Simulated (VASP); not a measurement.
# Mn (P6/mmm) in VASP: single point with LDA

Aim: the single point of Mn with LDA.

Program: VASP 6.6.1. These are calculated values, not measurements. Logs are shortened: lines on timing, memory, paths and dates and some standing lists are left out, and cuts for length are marked.

**1. The cell of the first run**

It takes space group P6/mmm (No. 191, hexagonal). Conventional cell: a = 3.226 Å, b = 3.226 Å, c = 1.995 Å, α = 90.00°, β = 90.00°, γ = 120.00°. Mn (site symmetry 6/mmm) has 14 Mn at 2.00 to 2.11 Å within 2.6 Å. Mn (site symmetry -6m2) has 11 Mn at 1.86 to 2.11 Å within 2.5 Å.

This isn't the form of Mn at room conditions, which is a 58-atom cubic cell.

**2. Single point, LDA, collinear spin, ferromagnetic start**

Input file INCAR:

```
SYSTEM = Mn
ALGO = Normal
EDIFF = 1E-6
ENCUT = 680
GGA = CA
GGA_COMPAT = .False.
ISIF = 2
ISMEAR = -1
ISPIN = 2
LASPH = .True.
LCHARG = .False.
LMAXMIX = 4
LORBIT = 11
LREAL = .False.
LWAVE = .False.
MAGMOM = 3 3 3
NBANDS = 34
NELM = 200
PREC = Accurate
SIGMA = 0.1
```

Input file KPOINTS:

```
k-points
0
Gamma
  11 11 15
  0 0 0
```

Input file POSCAR:

```
Mn
1.0
    3.2255434784      0.0000000000      0.0000000000
   -1.6127717392      2.7934025933      0.0000000000
    0.0000000000      0.0000000000      1.9950363735
Mn
3
Direct
    0.0000000000      0.0000000000      0.0000000000
    0.3333333333      0.6666666667      0.5000000000
    0.6666666667      0.3333333333      0.5000000000
```

Potentials or basis: VASP PAW LDA potentials, release 64 (Mn_sv).

Command:

```sh
> cat potpaw_LDA.64/Mn_sv/POTCAR > POTCAR
> mpirun -np 1 vasp_std > vasp.out
```

OUTCAR:

```text
SYSTEM = Mn
   EDIFF = 1E-6
   ENCUT = 680
   GGA = CA
   ISIF = 2
   ISMEAR = -1
   ISPIN = 2
   LASPH = .True.
   LORBIT = 11
   LREAL = .False.
   NELM = 200
   PREC = Accurate

 ion  position               nearest neighbor table
   1  0.000  0.000  0.000-   2 2.11   3 2.11   2 2.11   3 2.11   2 2.11   2 2.11   3 2.11   3 2.11
                             3 2.11   3 2.11   2 2.11   2 2.11
   2  0.333  0.667  0.500-   3 1.86   3 1.86   3 1.86   1 2.11   1 2.11   1 2.11   1 2.11   1 2.11
                             1 2.11   3 2.73   3 2.73   3 2.73   3 2.73   3 2.73   3 2.73
   3  0.667  0.333  0.500-   2 1.86   2 1.86   2 1.86   1 2.11   1 2.11   1 2.11   1 2.11   1 2.11
                             1 2.11   2 2.73   2 2.73   2 2.73   2 2.73   2 2.73   2 2.73

  LATTYP: Found a hexagonal cell.
 ALAT       =     3.2255434784
 C/A-ratio  =     0.6185116979

  Lattice vectors:

 A1 = (   3.2255434784,   0.0000000000,   0.0000000000)
 A2 = (  -1.6127717392,   2.7934025933,   0.0000000000)
 A3 = (   0.0000000000,   0.0000000000,   1.9950363735)

Analysis of symmetry for initial positions (statically):
=====================================================================
 Subroutine PRICEL returns:
 Original cell was already a primitive cell.

 Routine SETGRP: Setting up the symmetry group for a
 hexagonal supercell.

 Subroutine GETGRP returns: Found 24 space group operations
 (whereof 24 operations were pure point group operations)
 out of a pool of 24 trial point group operations.

The static configuration has the point symmetry D_6h.

Analysis of symmetry for dynamics (positions and initial velocities):
=====================================================================
 Subroutine PRICEL returns:
 Original cell was already a primitive cell.

 Routine SETGRP: Setting up the symmetry group for a
 hexagonal supercell.

 Subroutine GETGRP returns: Found 24 space group operations
 (whereof 24 operations were pure point group operations)
 out of a pool of 24 trial point group operations.

The dynamic configuration has the point symmetry D_6h.

Analysis of structural, dynamic, and magnetic symmetry:
=====================================================================
 Subroutine PRICEL returns:
 Original cell was already a primitive cell.

 Routine SETGRP: Setting up the symmetry group for a
 hexagonal supercell.

 Subroutine GETGRP returns: Found 24 space group operations
 (whereof 24 operations were pure point group operations)
 out of a pool of 24 trial point group operations.

The overall configuration has the point symmetry D_6h.

 Subroutine INISYM returns: Found 24 space group operations
 (whereof 24 operations are pure point group operations),
 and found     1 'primitive' translations

----------------------------------------------------------------------------------------

                                     Primitive cell

  volume of cell :      17.9758

  direct lattice vectors                    reciprocal lattice vectors
     3.225543478  0.000000000  0.000000000     0.310025274  0.178993175  0.000000000
    -1.612771739  2.793402593  0.000000000     0.000000000  0.357986351  0.000000000
     0.000000000  0.000000000  1.995036374     0.000000000  0.000000000  0.501243994

  length of vectors
     3.225543478  3.225543478  1.995036374     0.357986351  0.357986351  0.501243994

  position of ions in fractional coordinates (direct lattice)
     0.000000000  0.000000000  0.000000000
     0.333333333  0.666666667  0.500000000
     0.666666667  0.333333333  0.500000000

  ion indices of the primitive-cell ions
   primitive index   ion index
                 1           1
                 2           2
                 3           3

----------------------------------------------------------------------------------------

 KPOINTS: k-points

Automatic generation of k-mesh.
 Grid dimensions read from file:
 generate k-points for:   11   11   15

 Generating k-lattice:

  Cartesian coordinates                     Fractional coordinates (reciprocal lattice)
     0.028184116  0.016272107  0.000000000     0.090909091  0.000000000  0.000000000
     0.000000000  0.032544214  0.000000000     0.000000000  0.090909091  0.000000000
     0.000000000  0.000000000  0.033416266     0.000000000  0.000000000  0.066666667

  Length of vectors
     0.032544214  0.032544214  0.033416266

  Shift w.r.t. Gamma in fractional coordinates (k-lattice)
     0.000000000  0.000000000  0.000000000

 Subroutine IBZKPT returns following result:
 ===========================================

 Found    128 irreducible k-points:

 Following reciprocal coordinates:
            Coordinates               Weight
  0.000000  0.000000  0.000000      1.000000
  0.090909  0.000000  0.000000      6.000000
  0.181818  0.000000  0.000000      6.000000
  0.272727  0.000000  0.000000      6.000000
  0.363636  0.000000  0.000000      6.000000
  0.454545  0.000000  0.000000      6.000000
[... 16 lines left out ...]
  0.090909  0.090909  0.066667     12.000000
  0.181818  0.090909  0.066667     24.000000
 [... further k-points ...]
   k-points           NKPTS =    128   k-points in BZ     NKDIM =    128   number of bands    NBANDS=     34
   number of dos      NEDOS =    301   number of ions     NIONS =      3
   total plane-waves  NPLWV =  14112
   dimension x,y,z NGX =    28 NGY =   28 NGZ =   18
   dimension x,y,z NGXF=    56 NGYF=   56 NGZF=   36
   ions per type =               3
   NGX,Y,Z   is equivalent  to a cutoff of  14.43, 14.43, 15.00 a.u.
   NGXF,Y,Z  is equivalent  to a cutoff of  28.86, 28.86, 30.00 a.u.
 SYSTEM =  Mn
   PREC   = accura    normal or accurate (medium, high low for compatibility)
   ISTART =      0    job   : 0-new  1-cont  2-samecut
   ICHARG =      2    charge: 1-file 2-atom 10-const
   ISPIN  =      2    spin polarized calculation?
   LNONCOLLINEAR =      F non collinear calculations
   LSORBIT =      F    spin-orbit coupling
   LASPH  =      T    aspherical Exc in radial PAW
   ENCUT  =  680.0 eV  49.98 Ry    7.07 a.u.   6.86  6.86  4.24*2*pi/ulx,y,z
   NELM   =    200;   NELMIN=  2; NELMDL= -5     # of ELM steps
   EDIFF  = 0.1E-05   stopping-criterion for ELM
   LREAL  =      F    real-space projection
   EDIFFG = 0.1E-04   stopping-criterion for IOM
   NSW    =      0    number of steps for IOM
   IBRION =     -1    ionic relax: 0-MD 1-quasi-New 2-CG
   NFREE  =      0    steps in history (QN), initial steepest desc. (CG)
   ISIF   =      2    stress and relaxation
   ISYM   =      2    0-nonsym 1-usesym 2-fastsym
   POTIM  = 0.5000    time-step for ionic-motion
   TEBEG  =    0.0;   TEEND  =   0.0 temperature during run
   PSTRESS=    0.0 pullay stress
   NELECT =      45.0000    total number of electrons
   NUPDOWN=      -1.0000    fix difference up-down
   EMIN   =  10.00;   EMAX   =-10.00  energy-range for DOS
   EFERMI =   0.00;   METHOD = LEGACY
   ISMEAR =    -1;   SIGMA  =   0.10  broadening in eV -4-tet -1-fermi 0-gaus
   EFERMI_NEDOS =   21; number of points for ismear=-14 and -15
   IALGO  =     38    algorithm
   IMIX   =      4    mixing-type and parameters
     AMIX     =   0.40;   BMIX     =  1.00
     AMIX_MAG =   1.60;   BMIX_MAG =  1.00
  volume/ion in A,a.u.               =       5.99        40.44
  Fermi-wavevector in a.u.,A,eV,Ry     =   2.222883  4.200640 67.229222  4.941208
  Thomas-Fermi vector in A             =   3.179159
   LORBIT       =     11    0 simple, 1 ext, 2 COOP (PROOUT), +10 PAW based schemes
   GGA     = CA    functional components
   LHFCALC =     F    Hartree Fock is set to
   AEXX    =    0.0000 exact exchange contribution
   IVDW    =     0    specifies the selected vdW correction
   LEPSILON=     F    determine dielectric tensor
   LRPA    =     F    only Hartree local field effects (RPA)
 spin polarized calculation
  energy-cutoff  :      680.00
  volume of cell :       17.98
 maximum number of plane-waves:       739
 NGX is ok and might be reduce to    28
   NGX = 13   NGY = 13   NGZ =  9

 number of electron      45.0000018 magnetization      -0.0001536

 number of electron      45.0000018 magnetization       0.0000432

 Free energy of the ion-electron system (eV)
  ---------------------------------------------------
  ext. energy  EPLUGINS =         0.00000000
  ---------------------------------------------------
  free energy    TOTEN  =       -18.19785738 eV

  energy without entropy =      -18.15216295  energy(sigma->0) =      -18.17501016

 E-fermi :  26.8648     XC(G=0): -18.4531

 val. band max:       26.8613295519   @ k =   0.2727   0.0000   0.4667
 cond. band min:      26.8739972941   @ k =   0.1818   0.0909   0.4667
 fundamental gap:      0.0126677422
 Fermi energy:        26.8648131202

 spin component 1

 k-point     1 :       0.0000    0.0000    0.0000
  band No.  band energies     occupation
      1     -53.4461      1.00000
      2     -51.5664      1.00000
      3     -51.5080      1.00000
      4     -23.3299      1.00000
      5     -23.3299      1.00000
      6     -22.1789      1.00000
[... 26 lines left out ...]
     33      47.4140      0.00000
     34      47.6260      0.00000

 k-point     2 :       0.0909    0.0000    0.0000
  band No.  band energies     occupation
      1     -53.4072      1.00000
      2     -51.5819      1.00000
      3     -51.5397      1.00000
      4     -23.4655      1.00000
      5     -23.3944      1.00000
      6     -22.0111      1.00000
[... 26 lines left out ...]
     33      47.8163      0.00000
     34      47.9716      0.00000

 k-point     3 :       0.1818    0.0000    0.0000
  band No.  band energies     occupation
      1     -53.2938      1.00000
      2     -51.6487      1.00000
      3     -51.6086      1.00000
      4     -23.7300      1.00000
      5     -23.4477      1.00000
      6     -21.6521      1.00000
[... 26 lines left out ...]
     33      48.7874      0.00000
     34      49.0697      0.00000
[... 704 lines left out ...]
 k-point    23 :       0.0909    0.0909    0.0667
  band No.  band energies     occupation
      1     -53.2974      1.00000
      2     -51.5966      1.00000
      3     -51.5792      1.00000
      4     -23.5989      1.00000
      5     -23.4485      1.00000
      6     -21.7018      1.00000
[... 26 lines left out ...]
     33      48.5847      0.00000
     34      48.7570      0.00000

 k-point    24 :       0.1818    0.0909    0.0667
  band No.  band energies     occupation
      1     -53.1533      1.00000
      2     -51.7048      1.00000
      3     -51.6405      1.00000
      4     -23.8044      1.00000
      5     -23.4504      1.00000
      6     -21.3356      1.00000
[... 26 lines left out ...]
     33      49.7745      0.00000
     34      50.1047      0.00000

 [... further k-points ...]

 spin component 2

 k-point     1 :       0.0000    0.0000    0.0000
  band No.  band energies     occupation
      1     -53.4461      1.00000
      2     -51.5664      1.00000
      3     -51.5080      1.00000
      4     -23.3300      1.00000
      5     -23.3300      1.00000
      6     -22.1789      1.00000
[... 26 lines left out ...]
     33      47.4138      0.00000
     34      47.6266      0.00000

 k-point     2 :       0.0909    0.0000    0.0000
  band No.  band energies     occupation
      1     -53.4072      1.00000
      2     -51.5819      1.00000
      3     -51.5397      1.00000
      4     -23.4655      1.00000
      5     -23.3945      1.00000
      6     -22.0111      1.00000
[... 26 lines left out ...]
     33      47.8163      0.00000
     34      47.9715      0.00000

 k-point     3 :       0.1818    0.0000    0.0000
  band No.  band energies     occupation
      1     -53.2938      1.00000
      2     -51.6487      1.00000
      3     -51.6086      1.00000
      4     -23.7300      1.00000
      5     -23.4477      1.00000
      6     -21.6521      1.00000
[... 26 lines left out ...]
     33      48.7874      0.00000
     34      49.0697      0.00000
[... 704 lines left out ...]
 k-point    23 :       0.0909    0.0909    0.0667
  band No.  band energies     occupation
      1     -53.2975      1.00000
      2     -51.5966      1.00000
      3     -51.5792      1.00000
      4     -23.5989      1.00000
      5     -23.4485      1.00000
      6     -21.7018      1.00000
[... 26 lines left out ...]
     33      48.5847      0.00000
     34      48.7568      0.00000

 k-point    24 :       0.1818    0.0909    0.0667
  band No.  band energies     occupation
      1     -53.1533      1.00000
      2     -51.7048      1.00000
      3     -51.6405      1.00000
      4     -23.8044      1.00000
      5     -23.4504      1.00000
      6     -21.3356      1.00000
[... 26 lines left out ...]
     33      49.7745      0.00000
     34      50.1048      0.00000

 [... further k-points ...]
[... 5 lines left out ...]
  --------------------------------------------------------------------------------------
  -------------------------------------------------------------------------------------
  Total       56.4108004     56.4108004     56.2143927      0.0000000      0.0000000      0.0000000
  in kB     5027.8879916   5027.8879915   5010.3821938      0.0000000      0.0000000      0.0000000
  external PRESSURE =    5022.0527256 kB  Pullay stress =       0.0000000 kB

 VOLUME and BASIS-vectors are now :
 -----------------------------------------------------------------------------
  energy-cutoff  :      680.00
  volume of cell :       17.98
      direct lattice vectors                 reciprocal lattice vectors
     3.225543478  0.000000000  0.000000000     0.310025274  0.178993175  0.000000000
    -1.612771739  2.793402593  0.000000000     0.000000000  0.357986351  0.000000000
     0.000000000  0.000000000  1.995036374     0.000000000  0.000000000  0.501243994

 POSITION                                       TOTAL-FORCE (eV/Angst)
 -----------------------------------------------------------------------------------
      0.00000      0.00000      0.00000         0.000000     -0.000000      0.000000
     -0.00000      1.86227      0.99752         0.000000      0.000000     -0.000000
      1.61277      0.93113      0.99752        -0.000000      0.000000      0.000000
 -----------------------------------------------------------------------------------
    total drift:                               -0.000000      0.000000     -0.000000

  FREE ENERGIE OF THE ION-ELECTRON SYSTEM (eV)
  ---------------------------------------------------
  free  energy   TOTEN  =       -18.1978573775 eV

  energy  without entropy=      -18.1521629519  energy(sigma->0) =      -18.17501016

 total charge

# of ion       s       p       d       tot
------------------------------------------
    1        2.434   6.240   5.542  14.215
    2        2.457   6.245   5.608  14.311
    3        2.457   6.245   5.608  14.311
--------------------------------------------------
tot          7.349  18.731  16.758  42.838

 magnetization (x)

# of ion       s       p       d       tot
------------------------------------------
    1       -0.000   0.000   0.000   0.000
    2       -0.000   0.000   0.000   0.000
    3       -0.000   0.000   0.000   0.000
--------------------------------------------------
tot         -0.000   0.000   0.000   0.000
```

It took 1.9 min on 1 thread of Intel Xeon 6975P-C (Granite Rapids), shared host; peak memory 0.25 GiB.

What came out:

- Free energy: -18.1979 eV
- Pressure: 502.2 GPa
- Net moment: 0.00 μB per cell
- Valence electrons inside the program's atomic spheres: Mn 14.21, 14.31 (each value once)

Stress tensor (GPa, compression positive):
```
502.79   0.00   0.00
  0.00 502.79   0.00
  0.00   0.00 501.04
```

Levels at points of the mesh, in eV from the Fermi level:
Spin up:
```tsv
k point	band 19	band 20	band 21	band 22	band 23	band 24	band 25	band 26
(0.00, 0.00, 0.00)	-3.68	-2.98	-1.78	-1.78	-0.64	-0.64	-0.39	-0.39
```
Spin down:
```
           k point  band 19  band 20  band 21  band 22  band 23  band 24  band 25  band 26
(0.00, 0.00, 0.00)    -3.68    -2.98    -1.78    -1.78    -0.64    -0.64    -0.39    -0.39
```

Caveat: atoms lie so close that the PAW spheres overlap strongly, which falsifies energies and pressures; the cell stands under pressure; the moments typed at the start vanished in this run.
